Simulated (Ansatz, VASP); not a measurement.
## InPd: VASP beside Ansatz

```
Pd In
1.0
     4.67435    0.00000    0.00000
    -2.33717    4.04810    0.00000
     0.00000    0.00000   19.77074
Pd In
3 3
Direct
  0.33333 0.66667 0.40171
  0.00000 0.00000 0.46560
  0.66667 0.33333 0.56768
  0.66667 0.33333 0.41629
  0.33333 0.66667 0.53486
  0.00000 0.00000 0.61386
```

Alike in both runs: functional PBE; k mesh 9 × 9 × 1; occupations gaussian, width 0.1 eV; no spin polarisation.

Ansatz relaxed the structure, and its values are those at the end. VASP's run is a single point on that final structure, the one shown.

```csv
,VASP,Ansatz
version,VASP 6.6.1,Ansatz 0.2.0
potentials or method,"VASP PAW PBE potentials, release 64 (Pd, In_d), cutoff 520 eV","scalar-relativistic, plane waves, PAW"
valence electrons in the cell,69,93
```

Ansatz gave:

| Item | Value |
| --- | --- |
| gap on the k mesh at the Fermi level (eV) | none |
| rms of the force components (eV/Å) | 0.003 |

**Question.** Which values does VASP return?

**Answer.** gap on the k mesh at the Fermi level (eV): none; rms of the force components (eV/Å): 0.005.

A gap of «none» marks a metal or a gap that the smearing closes. With one functional, cell and mesh, what is left measures potentials, basis and numerics. VASP's potentials hold 69 valence electrons a cell and Ansatz's 93, so a difference there can come from the potentials and not from the codes. Ansatz's warnings: xc potential rough in thin density.
